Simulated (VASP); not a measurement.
# AlN: relaxation of cell and atoms with RPBE+D4

Crystal: AlN.

```
Al N
1.0
     0.00000    2.18399    2.18399
     2.18399    0.00000    2.18399
     2.18399    2.18399    0.00000
Al N
1 1
Direct
  0.00000 0.00000 0.00000
  0.25000 0.25000 0.25000
```

| Property | Result |
| --- | --- |
| Program | VASP 6.6.1 |
| Task | relaxation of cell and atoms |
| Functional | RPBE |
| Dispersion | D4 |
| Potentials or basis | VASP PAW PBE potentials, release 64 (Al, N) |
| Cutoff | 600 eV |
| k mesh | 10 × 10 × 10 |
| Occupations | fermi-dirac, width 0.05 eV |
| Spin | no spin polarisation |
| Dipole correction | no |
| Further INCAR settings | ALGO = Normal; EDIFF = 1e-06; IBRION = 2; EDIFFG = -0.005; NSW = 80; ISIF = 3 |

```json
{
 "Relaxed volume": "10.26 Å³/atom",
 "Relaxed cell": "a = 3.073 Å, b = 3.073 Å, c = 3.073 Å, α = 60.00°, β = 60.00°, γ = 60.00°",
 "Space group after relaxing (to 0.05 Å)": "F-43m (No. 216)",
 "Energy gained by relaxing": "2.5 meV/atom",
 "Ionic steps": "4",
 "Pressure after relaxing": "0.0 GPa",
 "Band gap on the k mesh": "3.37 eV, indirect (least direct gap 4.37 eV)",
 "Dispersion energy per atom": "-0.655 eV"
}
```

Step by step:
```tsv
step	energy change (eV)	largest force (eV/Å)	pressure (GPa)	volume (Å³)
1	0.0000	0.0000	-3.11	20.83
2	-0.0025	0.0000	2.89	20.23
3	-0.0049	0.0000	0.66	20.44
4	-0.0050	0.0000	0.00	20.51
```

Final structure:
```
CELL_PARAMETERS angstrom
0.00000 2.17263 2.17263
2.17263 0.00000 2.17263
2.17263 2.17263 0.00000
ATOMIC_POSITIONS crystal
Al 0.00000 0.00000 0.00000
N 0.25000 0.25000 0.25000
```

Levels at points of the mesh, in eV from the valence-band top:
```tsv
k point	band 1	band 2	band 3	band 4	band 5	band 6	band 7	band 8
(0.00, 0.00, 0.00)	-15.11	0.00	0.00	0.00	4.37	12.82	12.82	12.82
(0.50, 0.00, 0.00)	-13.05	-5.89	-0.48	-0.48	7.61	10.03	11.32	11.32
(0.50, 0.50, 0.00)	-12.41	-4.92	-1.78	-1.78	3.37	8.82	14.31	16.05
```

Run time: 44 s on 1 thread of Intel Xeon 8259CL, on a shared host, peak memory 0.16 GiB.

Caveat: the PAW data sets were made with another functional, which shifts forces and pressure a little. A k mesh can miss the band edges.
